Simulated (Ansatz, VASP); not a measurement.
**GdN: VASP beside Ansatz**

The input POSCAR:

```
GdN
1.0
    0.0000000000      2.5030210878      2.5030210878
    2.5030210878      0.0000000000      2.5030210878
    2.5030210878      2.5030210878      0.0000000000
Gd N
1 1
Direct
    0.5000000000      0.5000000000      0.5000000000
    0.0000000000      0.0000000000      0.0000000000
```

INCAR.step1

```
PREC = Accurate
ENCUT = 520
ISMEAR = 0
SIGMA = 0.05
LREAL = False
LASPH = True
NELM = 150
ISPIN = 2
MAGMOM = 7.62 0
LMAXMIX = 6
NBANDS = 22
GGA = PE
ALGO = Normal
EDIFF = 1E-4
LWAVE = True
LCHARG = False
```

INCAR.step2

```
PREC = Accurate
ENCUT = 520
EDIFF = 1E-6
ISMEAR = 0
SIGMA = 0.05
LREAL = False
LASPH = True
NELM = 150
ALGO = Normal
ISIF = 2
LWAVE = False
LCHARG = False
ISPIN = 2
MAGMOM = 7.62 0
LORBIT = 11
LMAXMIX = 6
METAGGA = R2SCAN
LMIXTAU = True
NBANDS = 22
ISTART = 1
```

KPOINTS

```
Automatic mesh
0
Gamma
  12 12 12
```

Input for Ansatz:

```yaml
crystal:
  lattice:
    - [0.0, 2.5030210884, 2.5030210884]
    - [2.5030210884, 0.0, 2.5030210884]
    - [2.5030210884, 2.5030210884, 0.0]
  atoms:
    - { symbol: Gd, position: [0.5, 0.5, 0.5], spin: 7.62 }
    - { symbol: "N", position: [0.0, 0.0, 0.0] }
basis:
  ecutwfc: 500
  ecutrho_ratio: 4
kpoints:
  mp_grid: { grid: [12, 12, 12] }
hamiltonian:
  xc: r2scan
scf:
  occupations: { method: gaussian, width: 0.05 }
output:
  forces: true
  stress: true
  eigenvalues: true
  populations: true
magnetization:
  spin_polarized: true
```

Alike in both runs: task single point; functional r2SCAN; k mesh 12 × 12 × 12; occupations gaussian, width 0.05 eV; collinear spin.

```csv
,VASP,Ansatz
version,VASP 6.6.1,Ansatz 0.2.0
potentials or method,"VASP PAW PBE potentials, release 64 (Gd, N), cutoff 520 eV","scalar-relativistic, plane waves, PAW"
valence electrons in the cell,23,23
```

|  | VASP | Ansatz | Ansatz less VASP |
| --- | --- | --- | --- |
| gap on the k mesh at the Fermi level (eV) | none | none | - |
| pressure (GPa) | -3.0 | -3.0 | +0.01 |
| net moment per atom (μB) | 3.50 | 3.50 | 0.000 |
| size of the moment on the site where the two differ most (μB) | 6.79 | 6.93 | +0.143 |

VASP's potentials were made for PBE, not for r2SCAN. Site moments also hang on the region over which each program counts them. A gap of «none» marks a metal or a gap that the smearing closes. Ansatz's warnings: stability check not made.

Neither program's run includes spin-orbit coupling.
